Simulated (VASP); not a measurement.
The system is CuI.

```
Cu I
1.0
     4.09475    0.00000    0.00000
    -2.04738    3.54616    0.00000
     0.00000    0.00000    7.21002
Cu I
2 2
Direct
  0.66667 0.33333 0.59264
  0.33333 0.66667 0.40736
  0.33333 0.66667 0.76450
  0.66667 0.33333 0.23550
```

Base run:

| Item | Value |
| --- | --- |
| Program | VASP 6.6.1 |
| Functional | PBE |
| Potentials or basis | VASP PAW PBE potentials, release 64 (Cu, I) |
| Cutoff | 520 eV |
| k mesh | 12 × 12 × 4 |
| Occupations | gaussian, width 0.01 eV |
| Spin | no spin polarisation |

Its results: band gap on the k mesh 1.67 eV; pressure 2.3 GPa.

Q: The run is repeated on the same cell with these changes: functional from PBE to r2SCAN; further incar settings from ALGO = Normal; EDIFF = 1e-06; NBANDS = 26 to ALGO = Normal; EDIFF = 1e-07; NBANDS = 26. What comes out?

A: Band gap on the k mesh 2.14 eV; pressure 1.0 GPa.

Caveats: spin-orbit coupling is left out, which moves the levels of the heavy elements; this functional lacks dispersion, which binds the layers, so the pressure and a relaxed spacing across them are unreliable (at least some runs); the PAW data sets were made with another functional, which shifts forces and pressure a little (at least some runs).

A k mesh can miss the band edges.
